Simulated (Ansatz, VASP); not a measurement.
## One calculation of AlN, two programs

INCAR

```
  PREC = Accurate
  ENCUT = 520
  EDIFF = 1E-6
  ISMEAR = -1
  SIGMA = 0.02
  LREAL = F
  LASPH = T
  NELM = 60
  ALGO = Normal
  ISIF = 2
  LWAVE = F
  LCHARG = F
  GGA = PE
  NBANDS = 11
```

KPOINTS

```
Automatic mesh
0
Gamma
  10 10 10
```

The input POSCAR:

```
AlN
1.0
    0.0000000000      2.0188684454      2.0188684454
    2.0701477039      0.0000000000      2.0188684454
    2.0701477039      2.0188684454      0.0000000000
Al N
1 1
Direct
    0.0000000000      0.0000000000      0.0000000000
    0.5000000000      0.5000000000      0.5000000000
```

Input for Ansatz:

```yaml
crystal:
  lattice:
    - [0.0, 2.0188684454, 2.0188684454]
    - [2.0701477039, 0.0, 2.0188684454]
    - [2.0701477039, 2.0188684454, 0.0]
  atoms:
    - { symbol: Al, position: [0.0, 0.0, 0.0] }
    - { symbol: "N", position: [0.5, 0.5, 0.5] }
kpoints:
  mp_grid: { grid: [10, 10, 10] }
  band_path:
    path:
      - [0.0, 0.0, 0.0]
      - [0.5, 0.0, 0.5]
      - [0.625, 0.25, 0.625]
      - [0.375, 0.375, 0.75]
      - [0.5, 0.5, 0.5]
      - [0.5, 0.25, 0.75]
    npoints: 1
hamiltonian:
  xc: pbe
scf:
  occupations: { method: fermi_dirac, width: 0.02 }
  n_extra_bands: 4
output:
  forces: true
  stress: true
  eigenvalues: true
```

Change from the starting cell: uniaxial_x strain +2.5%.

Alike in both runs: task single point; functional PBE; k mesh 10 × 10 × 10; occupations fermi-dirac, width 0.02 eV; no spin polarisation.

|  | VASP | Ansatz |
| --- | --- | --- |
| version | VASP 6.6.1 | Ansatz 0.2.0 |
| potentials or method | VASP PAW PBE potentials, release 64 (Al, N) | plane waves, PAW |
| plane-wave cutoff (eV) | 520 | 420 |
| valence electrons in the cell | 8 | 8 |

```csv
,VASP,Ansatz,Ansatz less VASP
gap on the k mesh at the Fermi level (eV),4.22,4.24,+0.023
pressure (GPa),-0.2,0.1,+0.27
"traceless stress, the component that is largest in VASP (GPa)",-4.06,-4.09,-0.023
```
